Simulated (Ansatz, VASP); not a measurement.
## BaTiO3: VASP beside Ansatz

The input POSCAR:

```
BaTiO3
1.0
    3.9940965200      0.0000000000      0.0000000000
    0.0000000000      3.9940965200      0.0000000000
    0.0000000000      0.0000000000      3.9940965200
Ba Ti O
1 1 3
Direct
    0.0000000000      0.0000000000      0.0000000000
    0.5000000000      0.5000000000      0.5000000000
    0.5000000000      0.5000000000      0.0000000000
    0.5000000000      0.0000000000      0.5000000000
    0.0000000000      0.5000000000      0.5000000000
```

INCAR.step1

```
PREC = Accurate
ENCUT = 520
ISMEAR = 0
SIGMA = 0.01
LREAL = False
LASPH = True
NELM = 100
NBANDS = 28
GGA = PE
ALGO = Normal
EDIFF = 1E-4
LWAVE = True
LCHARG = False
```

Contents of INCAR.step2:

```
PREC = Accurate
ENCUT = 520
EDIFF = 1E-6
ISMEAR = 0
SIGMA = 0.01
LREAL = False
LASPH = True
NELM = 100
ALGO = Normal
ISIF = 2
LWAVE = False
LCHARG = False
METAGGA = R2SCAN
LMIXTAU = True
NBANDS = 28
ISTART = 1
```

The input KPOINTS:

```
regular mesh
0
Gamma
  6 6 6
```

Input for Ansatz:

```yaml
crystal:
  lattice:
    - [3.99409652, 0.0, 0.0]
    - [0.0, 3.99409652, 0.0]
    - [0.0, 0.0, 3.99409652]
  atoms:
    - { symbol: Ba, position: [0.0, 0.0, 0.0] }
    - { symbol: Ti, position: [0.5, 0.5, 0.5] }
    - { symbol: O, position: [0.5, 0.5, 0.0] }
    - { symbol: O, position: [0.5, 0.0, 0.5] }
    - { symbol: O, position: [0.0, 0.5, 0.5] }
kpoints:
  mp_grid: { grid: [6, 6, 6] }
  band_path:
    path: [[0.0, 0.0, 0.0], [0.0, 0.5, 0.0], [0.5, 0.5, 0.0], [0.5, 0.5, 0.5]]
    npoints: 1
hamiltonian:
  xc: r2scan
scf:
  occupations: { method: fixed }
  n_extra_bands: 5
output:
  forces: true
  stress: true
  eigenvalues: true
```

Alike in both runs: task single point; functional r2SCAN; k mesh 6 × 6 × 6; no spin polarisation.

|  | VASP | Ansatz |
| --- | --- | --- |
| version | VASP 6.6.1 | Ansatz 0.2.0 |
| potentials or method | VASP PAW PBE potentials, release 64 (Ba_sv, Ti_sv, O) | plane waves, PAW |
| plane-wave cutoff (eV) | 520 | 500 |
| occupations | gaussian, width 0.01 eV | fixed |
| valence electrons in the cell | 40 | 40 |

```tsv
	VASP	Ansatz	Ansatz less VASP
gap on the k mesh at the Fermi level (eV)	2.15	2.17	+0.023
pressure (GPa)	2.0	0.0	-1.99
```

VASP's potentials were made for PBE, not for r2SCAN.

Neither program's run includes spin-orbit coupling.
